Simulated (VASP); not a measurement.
# BaTiO3 (R3m) in VASP: relaxation of cell and atoms with r2SCAN

Aim: the relaxation of cell and atoms of BaTiO3 with r2SCAN.

All numbers are computed with VASP 6.6.1; they aren't measurements. Logs are shortened: lines on timing, memory, paths and dates and some standing lists are left out, and cuts for length are marked.

### Step 1. The cell of the first run

Symmetry: R3m, No. 160, trigonal system. The conventional cell has a = 5.726 Å, b = 5.726 Å, c = 7.070 Å, α = 90.00°, β = 90.00°, γ = 120.00°. Ba (site symmetry 3m) has 12 O at 2.78 to 2.98 Å and 8 Ti at 3.43 to 3.64 Å within 3.7 Å. Within 2.5 Å of Ti (site symmetry 3m) lie 6 O at 1.87 to 2.21 Å. O (site symmetry m) has 2 Ti at 1.87 to 2.21 Å within 2.5 Å.

### Step 2. Relaxation of cell and atoms, r2SCAN

Contents of POSCAR:

```
BaTiO3
1.0
    2.8631888323      1.6530628431      2.3565005969
   -2.8631888323      1.6530628431      2.3565005969
    0.0000000000     -3.3061256862      2.3565005968
Ba Ti O
1 1 3
Direct
   -0.0054008432     -0.0054008432     -0.0054008432
    0.4803547412      0.4803547412      0.4803547412
    0.5112004389      0.5112004389      0.0218452243
    0.0218452243      0.5112004389      0.5112004389
    0.5112004389      0.0218452243      0.5112004389
```

Contents of INCAR.step1:

```
ALGO     = Normal         # electronic algorithm
EDIFF    = 1E-4           # SCF threshold, eV
ENCUT    = 600            # plane-wave cutoff, eV
GGA      = PE             # functional
ISMEAR   = -1             # smearing method
LASPH    = True           # aspherical terms in the spheres
LCHARG   = False          # write CHGCAR
LREAL    = False          # projectors in reciprocal space
LWAVE    = True           # write WAVECAR
NELM     = 80             # most SCF steps
PREC     = Accurate       # precision mode
SIGMA    = 0.02           # smearing width, eV
```

Contents of INCAR.step2:

```
ALGO     = Normal         # electronic algorithm
EDIFF    = 1E-7           # SCF threshold, eV
EDIFFG   = -0.005         # ionic threshold
ENCUT    = 600            # plane-wave cutoff, eV
IBRION   = 2              # ionic algorithm
ISIF     = 3              # what is computed and relaxed
ISMEAR   = -1             # smearing method
ISTART   = 1            
LASPH    = True           # aspherical terms in the spheres
LCHARG   = False          # write CHGCAR
LMIXTAU  = True         
LREAL    = False          # projectors in reciprocal space
LWAVE    = False          # write WAVECAR
METAGGA  = R2SCAN         # meta-GGA
NELM     = 80             # most SCF steps
NSW      = 80             # ionic steps
PREC     = Accurate       # precision mode
SIGMA    = 0.02           # smearing width, eV
```

Contents of KPOINTS:

```
k-points
0
Gamma
  6 6 6
```

Potentials or basis: VASP PAW PBE potentials, release 64 (Ba_sv, Ti_sv, O).

On the command line:

```console
$ cat potpaw_PBE.64/Ba_sv/POTCAR potpaw_PBE.64/Ti_sv/POTCAR potpaw_PBE.64/O/POTCAR > POTCAR
$ cp INCAR.step1 INCAR
$ mpirun -np 1 vasp_std > vasp.out
$ cp INCAR.step2 INCAR
$ mpirun -np 1 vasp_std > vasp.out
```

OUTCAR:

```text
EDIFF = 1E-7
   EDIFFG = -0.005
   ENCUT = 600
   IBRION = 2
   ISIF = 3
   ISMEAR = -1
   ISTART = 1
   LASPH = True
   LREAL = False
   METAGGA = R2SCAN
   NELM = 80
   NSW = 80
   PREC = Accurate

 ion  position               nearest neighbor table
   1  0.995  0.995  0.995-   4 2.78   5 2.78   3 2.78   3 2.87   3 2.87   5 2.87   4 2.87   4 2.87
                             5 2.87   4 2.98   5 2.98   3 2.98   2 3.43   2 3.48   2 3.48   2 3.48
   2  0.480  0.480  0.480-   3 1.87   4 1.87   5 1.87   3 2.21   4 2.21   5 2.21   1 3.43   1 3.48
                             1 3.48   1 3.48   1 3.54   1 3.54   1 3.54   1 3.64
   3  0.511  0.511  0.022-   2 1.87   2 2.21   1 2.78   1 2.87   1 2.87   1 2.98
   4  0.022  0.511  0.511-   2 1.87   2 2.21   1 2.78   1 2.87   1 2.87   1 2.98
   5  0.511  0.022  0.511-   2 1.87   2 2.21   1 2.78   1 2.87   1 2.87   1 2.98

  LATTYP: Found a trigonal (rhomboedric) cell.
 ALAT       =     4.0599953345
 COS(alpha) =     0.0053302518

  Lattice vectors:

 A1 = (   2.8631888323,   1.6530628431,   2.3565005969)
 A2 = (  -2.8631888323,   1.6530628431,   2.3565005969)
 A3 = (   0.0000000000,  -3.3061256862,   2.3565005968)

Analysis of symmetry for initial positions (statically):
=====================================================================
 Subroutine PRICEL returns:
 Original cell was already a primitive cell.

 Routine SETGRP: Setting up the symmetry group for a
 trigonal (rhombohedral) supercell.

 Subroutine GETGRP returns: Found  6 space group operations
 (whereof  6 operations were pure point group operations)
 out of a pool of 12 trial point group operations.

The static configuration has the point symmetry C_3v.

Analysis of symmetry for dynamics (positions and initial velocities):
=====================================================================
 Subroutine PRICEL returns:
 Original cell was already a primitive cell.

 Routine SETGRP: Setting up the symmetry group for a
 trigonal (rhombohedral) supercell.

 Subroutine GETGRP returns: Found  6 space group operations
 (whereof  6 operations were pure point group operations)
 out of a pool of 12 trial point group operations.

The dynamic configuration has the point symmetry C_3v.

 Subroutine INISYM returns: Found  6 space group operations
 (whereof  6 operations are pure point group operations),
 and found     1 'primitive' translations

----------------------------------------------------------------------------------------

                                     Primitive cell

  volume of cell :      66.9203

  direct lattice vectors                    reciprocal lattice vectors
     2.863188832  1.653062843  2.356500597     0.174630466  0.100822947  0.141452684
    -2.863188832  1.653062843  2.356500597    -0.174630466  0.100822947  0.141452684
     0.000000000 -3.306125686  2.356500597     0.000000000 -0.201645893  0.141452684

  length of vectors
     4.059995334  4.059995334  4.059995334     0.246312663  0.246312663  0.246312663

  position of ions in fractional coordinates (direct lattice)
     0.994599157  0.994599157  0.994599157
     0.480354741  0.480354741  0.480354741
     0.511200439  0.511200439  0.021845224
     0.021845224  0.511200439  0.511200439
     0.511200439  0.021845224  0.511200439

  ion indices of the primitive-cell ions
   primitive index   ion index
                 1           1
                 2           2
                 3           3
                 4           4
                 5           5

----------------------------------------------------------------------------------------

 KPOINTS: k-points

Automatic generation of k-mesh.
 Grid dimensions read from file:
 generate k-points for:    6    6    6

 Generating k-lattice:

  Cartesian coordinates                     Fractional coordinates (reciprocal lattice)
     0.029105078  0.016803824  0.023575447     0.166666667  0.000000000  0.000000000
    -0.029105078  0.016803824  0.023575447     0.000000000  0.166666667  0.000000000
     0.000000000 -0.033607649  0.023575447     0.000000000  0.000000000  0.166666667

  Length of vectors
     0.041052110  0.041052110  0.041052110

  Shift w.r.t. Gamma in fractional coordinates (k-lattice)
     0.000000000  0.000000000  0.000000000

 Subroutine IBZKPT returns following result:
 ===========================================

 Found     32 irreducible k-points:

 Following reciprocal coordinates:
            Coordinates               Weight
  0.000000  0.000000  0.000000      1.000000
  0.166667  0.000000 -0.000000      6.000000
  0.333333  0.000000  0.000000      6.000000
  0.500000  0.000000  0.000000      3.000000
  0.166667  0.166667 -0.000000      6.000000
  0.333333  0.166667  0.000000     12.000000
[... 16 lines left out ...]
  0.500000  0.500000  0.166667      6.000000
 -0.333333  0.500000  0.166667     12.000000
 [... further k-points ...]
   k-points           NKPTS =     32   k-points in BZ     NKDIM =     32   number of bands    NBANDS=     24
   number of dos      NEDOS =    301   number of ions     NIONS =      5
   total plane-waves  NPLWV =  32768
   dimension x,y,z NGX =    32 NGY =   32 NGZ =   32
   dimension x,y,z NGXF=    64 NGYF=   64 NGZF=   64
   ions per type =               1   1   3
   NGX,Y,Z   is equivalent  to a cutoff of  13.10, 13.10, 13.10 a.u.
   NGXF,Y,Z  is equivalent  to a cutoff of  26.21, 26.21, 26.21 a.u.
 SYSTEM =  unknown system
   PREC   = accura    normal or accurate (medium, high low for compatibility)
   ISTART =      1    job   : 0-new  1-cont  2-samecut
   ICHARG =      0    charge: 1-file 2-atom 10-const
   ISPIN  =      1    spin polarized calculation?
   LNONCOLLINEAR =      F non collinear calculations
   LSORBIT =      F    spin-orbit coupling
   LASPH  =      T    aspherical Exc in radial PAW
   ENCUT  =  600.0 eV  44.10 Ry    6.64 a.u.   8.11  8.11  8.11*2*pi/ulx,y,z
   NELM   =     80;   NELMIN=  2; NELMDL=  0     # of ELM steps
   EDIFF  = 0.1E-06   stopping-criterion for ELM
   LREAL  =      F    real-space projection
   EDIFFG = -.5E-02   stopping-criterion for IOM
   NSW    =     80    number of steps for IOM
   IBRION =      2    ionic relax: 0-MD 1-quasi-New 2-CG
   NFREE  =      1    steps in history (QN), initial steepest desc. (CG)
   ISIF   =      3    stress and relaxation
   ISYM   =      2    0-nonsym 1-usesym 2-fastsym
   POTIM  = 0.5000    time-step for ionic-motion
   TEBEG  =    0.0;   TEEND  =   0.0 temperature during run
   PSTRESS=    0.0 pullay stress
   NELECT =      40.0000    total number of electrons
   NUPDOWN=      -1.0000    fix difference up-down
   EMIN   =  10.00;   EMAX   =-10.00  energy-range for DOS
   EFERMI =   0.00;   METHOD = LEGACY
   ISMEAR =    -1;   SIGMA  =   0.02  broadening in eV -4-tet -1-fermi 0-gaus
   EFERMI_NEDOS =   21; number of points for ismear=-14 and -15
   IALGO  =     38    algorithm
   IMIX   =      4    mixing-type and parameters
     AMIX     =   0.40;   BMIX     =  1.00
     AMIX_MAG =   1.60;   BMIX_MAG =  1.00
  volume/ion in A,a.u.               =      13.38        90.32
  Fermi-wavevector in a.u.,A,eV,Ry     =   1.379035  2.605999 25.874728  1.901739
  Thomas-Fermi vector in A             =   2.504042
   LORBIT       =      0    0 simple, 1 ext, 2 COOP (PROOUT), +10 PAW based schemes
   METAGGA = R2SCAN    functional components
   LHFCALC =     F    Hartree Fock is set to
   AEXX    =    0.0000 exact exchange contribution
   IVDW    =     0    specifies the selected vdW correction
   LEPSILON=     F    determine dielectric tensor
   LRPA    =     F    only Hartree local field effects (RPA)
 conjugate gradient relaxation of ions
 non-spin polarized calculation
  energy-cutoff  :      600.00
  volume of cell :       66.92
 maximum number of plane-waves:      2272
   NGX = 17   NGY = 17   NGZ = 17

--------------------------------------- Ionic step        1  -------------------------------------------

 number of electron      39.9999996 magnetization

 Free energy of the ion-electron system (eV)
  ---------------------------------------------------
  ext. energy  EPLUGINS =         0.00000000
  ---------------------------------------------------
  free energy    TOTEN  =       -74.27535117 eV

  energy without entropy =      -74.27535117  energy(sigma->0) =      -74.27535117

------------------------ aborting loop because EDIFF is reached ----------------------------------------

  FORCE on cell =-STRESS in cart. coord.  units (eV):
  Direction    XX          YY          ZZ          XY          YZ          ZX
  --------------------------------------------------------------------------------------
  -------------------------------------------------------------------------------------
  Total       -0.6508959     -0.6508959     -0.6660877      0.0000000     -0.0000000     -0.0000000
  in kB      -15.5834620    -15.5834620    -15.9471773      0.0000000     -0.0000000     -0.0000000
  external PRESSURE =     -15.7047004 kB  Pullay stress =       0.0000000 kB
[... 98 lines left out ...]
  FREE ENERGIE OF THE ION-ELECTRON SYSTEM (eV)
  ---------------------------------------------------
  free  energy   TOTEN  =       -74.2797985591 eV

  energy  without entropy=      -74.2797985591  energy(sigma->0) =      -74.27979856

[... ionic steps 4 to 9 ...]

--------------------------------------- Ionic step       10  -------------------------------------------

 number of electron      39.9999998 magnetization

------------------------ aborting loop because EDIFF is reached ----------------------------------------
[... 73 lines left out ...]
--------------------------------------- Ionic step       12  -------------------------------------------

 number of electron      39.9999998 magnetization

 Free energy of the ion-electron system (eV)
  ---------------------------------------------------
  ext. energy  EPLUGINS =         0.00000000
  ---------------------------------------------------
  free energy    TOTEN  =       -74.28522848 eV

  energy without entropy =      -74.28522848  energy(sigma->0) =      -74.28522848

 E-fermi :   3.8392     XC(G=0): -11.7602

 val. band max:        3.2804131976   @ k =   0.5000   0.5000   0.5000
 cond. band min:       6.0519223758   @ k =   0.0000   0.0000   0.0000
 fundamental gap:      2.7715091782
 Fermi energy:         3.8392345120

 k-point     1 :       0.0000    0.0000    0.0000
  band No.  band energies     occupation
      1     -55.3004      2.00000
      2     -30.4933      2.00000
      3     -30.4927      2.00000
      4     -30.4927      2.00000
      5     -22.2346      2.00000
      6     -14.4600      2.00000
[... 637 lines left out ...]
     23       7.6930      0.00000
     24       9.3074      0.00000

 [... further k-points ...]

------------------------ aborting loop because EDIFF is reached ----------------------------------------

  FORCE on cell =-STRESS in cart. coord.  units (eV):
  Direction    XX          YY          ZZ          XY          YZ          ZX
  --------------------------------------------------------------------------------------
  -------------------------------------------------------------------------------------
  Total       -0.0048591     -0.0048591     -0.0023083      0.0000000     -0.0000000      0.0000000
  in kB       -0.1185115     -0.1185115     -0.0562995      0.0000000     -0.0000000      0.0000000
  external PRESSURE =      -0.0977742 kB  Pullay stress =       0.0000000 kB
[... 20 lines left out ...]
  FREE ENERGIE OF THE ION-ELECTRON SYSTEM (eV)
  ---------------------------------------------------
  free  energy   TOTEN  =       -74.2852284819 eV

  energy  without entropy=      -74.2852284819  energy(sigma->0) =      -74.28522848

 reached required accuracy - stopping structural energy minimisation
```

Run time: 46 min. Hardware: 1 thread of Oxide Virtual Turin-like, shared host; peak memory 0.21 GiB.

Results:

```yaml
Free_energy: -74.2852 eV
Relaxed_volume: 13.14 Å³/atom
Relaxed_cell: a = 4.035 Å, b = 4.035 Å, c = 4.035 Å, α = 89.82°, β = 89.82°, γ = 89.82°
Space_group_after_relaxing_to_0.1_Å: R3m (No. 160)
Energy_gained_by_relaxing: 2.0 meV/atom
Ionic_steps: 12
Pressure_after_relaxing: 0.0 GPa
Largest_force_after_relaxing: 0.005 eV/Å
Band_gap_on_the_k_mesh: 2.77 eV (least direct gap 3.22 eV)
```

Forces in eV/Å, atoms in the order of the input:
```
Ba   0.000  0.000  0.004
Ti   0.000  0.000  0.004
O    0.000  0.004 -0.003
O   -0.003 -0.002 -0.003
O    0.003 -0.002 -0.003
```

The path:
```
step  energy change (eV)  largest force (eV/Å)  pressure (GPa)  volume (Å³)
   1              0.0000                0.1209           -1.57        66.92
   2             -0.0029                0.2844            1.40        65.66
   3             -0.0044                0.2241            0.28        66.12
   4             -0.0081                0.0925            0.19        65.87
   5             -0.0093                0.0806            0.17        65.58
   6             -0.0093                0.0805            0.17        65.60
   7             -0.0097                0.0430           -0.18        65.74
   8             -0.0097                0.0323           -0.28        65.78
   9             -0.0099                0.0085           -0.01        65.70
  10             -0.0099                0.0073           -0.02        65.70
  11             -0.0099                0.0067           -0.03        65.71
  12             -0.0099                0.0047           -0.01        65.69
```

Final structure:
```
CELL_PARAMETERS angstrom
2.84858 1.64463 2.33700
-2.84858 1.64463 2.33700
0.00000 -3.28925 2.33700
ATOMIC_POSITIONS crystal
Ba 0.99744 0.99744 0.99744
Ti 0.48417 0.48417 0.48417
O 0.50934 0.50934 0.01890
O 0.01890 0.50934 0.50934
O 0.50934 0.01890 0.50934
```

Levels at points of the mesh, in eV from the valence-band top:
```
           k point  band 17  band 18  band 19  band 20  band 21  band 22  band 23  band 24
(0.00, 0.00, 0.00)    -1.06    -0.56    -0.45    -0.45     2.77     2.77     2.90     4.69
(0.50, 0.00, 0.00)    -1.66    -1.58    -0.99    -0.88     2.92     4.07     4.18     4.65
(0.50, 0.50, 0.00)    -1.68    -0.91    -0.87    -0.09     4.15     4.16     4.50     5.26
(0.50, 0.50, 0.50)    -2.37    -0.02    -0.02     0.00     4.60     4.76     4.76     7.14
```

Caveat: the PAW data sets were made with another functional, which shifts forces and pressure a little; spin-orbit coupling is left out, which moves the levels of the heavy elements. A k mesh can miss the band edges.
